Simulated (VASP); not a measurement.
Input of a VASP 6.6.1 run:

File INCAR:

```
PREC = Accurate ; ENCUT = 600
EDIFF = 1E-6 ; ISMEAR = 0
SIGMA = 0.1 ; LREAL = False
LASPH = True ; NELM = 200
ALGO = Normal ; ISIF = 2
LWAVE = False ; LCHARG = False
GGA = PE ; NBANDS = 30
GGA_COMPAT = False ; LMAXMIX = 6
```

The input KPOINTS:

```
regular mesh
0
Gamma
  12 12 8
```

Contents of POSCAR:

```
SmO5
1.0
    3.9180477412      0.0000000000      0.0000000000
   -1.9590238706      3.3931288771      0.0000000000
    0.0000000000      0.0000000000      5.7969531662
Sm O
1 5
Direct
    0.0000000000      0.0000000000      0.0000000000
    0.3333333333      0.6666666667      0.0000000000
    0.6666666667      0.3333333333      0.0000000000
    0.5000000000      0.0000000000      0.5000000000
    0.5000000000      0.5000000000      0.5000000000
    0.0000000000      0.5000000000      0.5000000000
```

Potentials or basis: VASP PAW PBE potentials, release 64 (Sm_3, O), 4f in core.

Run with:

```console
$ cat potpaw_PBE.64/Sm_3/POTCAR potpaw_PBE.64/O/POTCAR > POTCAR
$ mpirun -np 1 vasp_std > vasp.out
```

Q: Estimate the band gap on the k mesh.

A: Zero (an odd number of electrons rules out a gap without spin polarisation).

Q: What does it give for the pressure?

A: 0.6 GPa.

Stress tensor (GPa, compression positive):
```
 1.07  0.00  0.00
 0.00  1.07  0.00
 0.00  0.00 -0.25
```

Caveat: spin-orbit coupling is left out, which moves the levels of the heavy elements; the 4f electrons are frozen in the core, so they carry no moment and show no levels; an odd number of electrons without spin polarisation forces a metal; a magnetic or distorted state may lie lower; the run has no spin polarisation, though such a crystal can be magnetic. With open d or f shells a metallic result of PBE can be an artefact of self-interaction; +U or a hybrid may open a gap.
